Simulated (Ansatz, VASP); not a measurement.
CdTe: VASP beside Ansatz

The input POSCAR:

```
CdTe
1.0
    0.0000000000      3.2799012430      3.2799012430
    3.2799012430      0.0000000000      3.2799012430
    3.2799012430      3.2799012430      0.0000000000
Cd Te
1 1
Direct
    0.0000000000      0.0000000000      0.0000000000
    0.2500000000      0.2500000000      0.2500000000
```

The input INCAR.step1:

```
ALGO     = Normal         # electronic algorithm
EDIFF    = 1E-5           # SCF threshold, eV
ENCUT    = 520            # plane-wave cutoff, eV
GGA      = PE             # functional
ISIF     = 2              # what is computed and relaxed
ISMEAR   = 0              # smearing method
LASPH    = T              # aspherical terms in the spheres
LCHARG   = F              # write CHGCAR
LREAL    = F              # projectors in reciprocal space
LWAVE    = T              # write WAVECAR
NBANDS   = 16             # bands
NELM     = 60             # most SCF steps
PREC     = Accurate       # precision mode
SIGMA    = 0.01           # smearing width, eV
```

INCAR.step2

```
AEXX     = 0.4            # exact-exchange fraction
ALGO     = Normal         # electronic algorithm
EDIFF    = 1E-6           # SCF threshold, eV
ENCUT    = 520            # plane-wave cutoff, eV
GGA      = PE             # functional
HFSCREEN = 0.2078         # screening, 1/A
ISIF     = 2              # what is computed and relaxed
ISMEAR   = 0              # smearing method
ISTART   = 1            
LASPH    = T              # aspherical terms in the spheres
LCHARG   = F              # write CHGCAR
LHFCALC  = T              # exact exchange
LREAL    = F              # projectors in reciprocal space
LWAVE    = F              # write WAVECAR
NBANDS   = 16             # bands
NELM     = 60             # most SCF steps
PREC     = Accurate       # precision mode
PRECFOCK = Normal       
SIGMA    = 0.01           # smearing width, eV
```

Contents of KPOINTS:

```
k-points
0
Gamma
  4 4 4
```

Input for Ansatz:

```yaml
crystal:
  lattice:
    - [0.0, 3.279901243, 3.279901243]
    - [3.279901243, 0.0, 3.279901243]
    - [3.279901243, 3.279901243, 0.0]
  atoms:
    - { symbol: Cd, position: [0.0, 0.0, 0.0] }
    - { symbol: Te, position: [0.25, 0.25, 0.25] }
kpoints:
  mp_grid: { grid: [4, 4, 4] }
hamiltonian:
  xc:
    exchange: pbe
    correlation: pbe
    exx: { coeff: 0.4, omega: 0.2078 }
scf:
  occupations: { method: fixed }
  n_extra_bands: 4
output:
  forces: true
  stress: true
  eigenvalues: true
```

Alike in both runs: task single point; functional PBE-based screened hybrid; k mesh 4 × 4 × 4; no spin polarisation.

```csv
,VASP,Ansatz
version,VASP 6.6.1,Ansatz 0.2.0
potentials or method,"VASP PAW PBE potentials, release 64 (Cd, Te)",plane waves
plane-wave cutoff (eV),520,420
occupations,"gaussian, width 0.01 eV",fixed
valence electrons in the cell,18,36
```

|  | VASP | Ansatz | Ansatz less VASP |
| --- | --- | --- | --- |
| gap on the k mesh at the Fermi level (eV) | 1.96 | 2.10 | +0.144 |
| pressure (GPa) | -0.4 | -0.2 | +0.15 |

VASP's potentials were made for PBE, not for PBE-based screened hybrid. VASP's potentials hold 18 valence electrons a cell and Ansatz's 36, so a difference there can come from the potentials and not from the codes. Ansatz's warnings: stress exchange threshold loose, stress scf threshold loose.

Neither program's run includes spin-orbit coupling.
